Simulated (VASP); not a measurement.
A run of VASP 6.6.1:

File INCAR:

```
ALGO = Normal ; EDIFF = 1E-6
ENCUT = 520 ; GGA = PS
ISIF = 2 ; ISMEAR = 0
LASPH = True ; LCHARG = True
LELF = True ; LREAL = False
LVHAR = True ; LWAVE = False
NBANDS = 12 ; NELM = 100
PREC = Accurate ; SIGMA = 0.1
```

File KPOINTS:

```
k-points
0
Gamma
  12 12 6
```

Contents of POSCAR:

```
N
1.0
    3.6214896162      0.0170925978      0.0235159307
   -1.7959421842      3.0979618921      0.0196701108
    0.0381672000      0.0589000000      5.7616569000
N
2
Direct
    0.3163478662      0.6529878148      0.2533803056
    0.6836521338      0.3470121852      0.7466196944
```

Potentials or basis: VASP PAW PBE potentials, release 64 (N).

Launch:

```console
$ cat potpaw_PBE.64/N/POTCAR > POTCAR
$ mpirun -np 1 vasp_std > vasp.out
```

Hardware: 1 thread of Intel(R) Xeon(R) Platinum 8259CL CPU @ 2.50GHz (Skylake/Cascade Lake) (shared host).

Task: How long does it take, and how much memory?

Result: Wall time 3.3 min on 1 thread of Intel(R) Xeon(R) Platinum 8259CL CPU @ 2.50GHz (Skylake/Cascade Lake) (shared host), peak memory 0.37 GiB. Counts: scf iterations 12, k points 436.
